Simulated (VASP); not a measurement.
Write the native input for VASP 6.6.1 that does the following.

- Task: single point
- Functional: PBE
- Potentials or basis: VASP PAW PBE potentials, release 64 (Mo_sv, Se, S)
- Cutoff: 500 eV
- k mesh: 3 × 3 × 2
- Occupations: gaussian, width 0.15 eV
- Spin: collinear spin, ferromagnetic start
- Starting moments: [1.0, 1.0, 0.0, 0.0, 0.0] μB
- Dipole correction: no
- Further INCAR settings: ALGO = Normal; EDIFF = 1e-06; NBANDS = 35

The structure of Mo2Se2S lies in POSCAR:

```
Mo2Se2S
1.0
    4.3140358575      0.0000000000      0.0000000000
   -2.1570179287      3.7360646454      0.0000000000
    0.0000000000      0.0000000000      8.8703031984
Mo Se S
2 2 1
Direct
    0.3333333333      0.6666666667      0.5000000000
    0.6666666667      0.3333333333      0.5000000000
    0.0000000000      0.0000000000      0.8757561410
    0.0000000000      0.0000000000      0.1242438590
    0.0000000000      0.0000000000      0.5000000000
```

These files were run (other wordings do the same):

INCAR

```
  ALGO = Normal
  EDIFF = 1E-6
  ENCUT = 500
  GGA = PE
  GGA_COMPAT = False
  ISIF = 2
  ISMEAR = 0
  ISPIN = 2
  LASPH = True
  LCHARG = True
  LELF = True
  LMAXMIX = 4
  LORBIT = 11
  LREAL = False
  LVHAR = True
  LWAVE = False
  MAGMOM = 1 1 0 0 0
  NBANDS = 35
  NELM = 200
  PREC = Accurate
  SIGMA = 0.15
```

KPOINTS

```
k-points
0
Gamma
  3 3 2
```

Potentials or basis: VASP PAW PBE potentials, release 64 (Mo_sv, Se, S).

The run is started by

```sh
$ cat potpaw_PBE.64/Mo_sv/POTCAR potpaw_PBE.64/Se/POTCAR potpaw_PBE.64/S/POTCAR > POTCAR
$ mpirun -np 1 vasp_std > vasp.out
```

Results of the run:

```
Pressure                                              : 0.2 GPa
Largest force                                         : 0.032 eV/Å
Band gap on the k mesh                                : zero (filled and empty bands overlap)
Net moment                                            : 0.00 μB per cell
Valence electrons inside the program's atomic spheres : Mo 12.63; Se 3.71; S 3.65
```

Caveat: the k points lie up to 0.56 Å⁻¹ apart; this functional lacks dispersion, which binds the layers, so the pressure and a relaxed spacing across them are unreliable.

Run time: 74 s on 1 thread of Intel Xeon 6975P-C, on a shared host, peak memory 0.32 GiB.
